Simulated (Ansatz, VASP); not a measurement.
**BaGe3F2: VASP beside Ansatz**

```
Ba Ge F
1.0
     3.24554    1.87381    2.64997
    -3.24554    1.87381    2.64997
     0.00000   -3.74762    2.64997
Ba Ge F
1 3 2
Direct
  0.00000 0.00000 0.00000
  0.50000 0.50000 0.00000
  0.50000 0.00000 0.50000
  0.00000 0.50000 0.50000
  0.75000 0.75000 0.75000
  0.25000 0.25000 0.25000
```

Alike in both runs: task single point; functional PBE; k mesh 4 × 4 × 4; occupations gaussian, width 0.1 eV; no spin polarisation.

|  | VASP | Ansatz |
| --- | --- | --- |
| version | VASP 6.6.1 | Ansatz 0.2.0 |
| potentials or method | VASP PAW PBE potentials, release 64 (Ba_sv, Ge_d, F), cutoff 520 eV | scalar-relativistic, plane waves, PAW |
| valence electrons in the cell | 66 | 66 |

VASP gave:

| Quantity | Value |
| --- | --- |
| gap on the k mesh at the Fermi level (eV) | none |
| rms of the force components (eV/Å) | 2.923 |

Q: Which values does Ansatz return?

A: gap on the k mesh at the Fermi level (eV): none; rms of the force components (eV/Å): 2.276.

Atom by atom the forces differ by 0.646 eV/Å (rms over components). A gap of «none» marks a metal or a gap that the smearing closes. The functional is the same, so the differences come from potentials, cutoffs and numerics.

Spin-orbit coupling is off throughout.
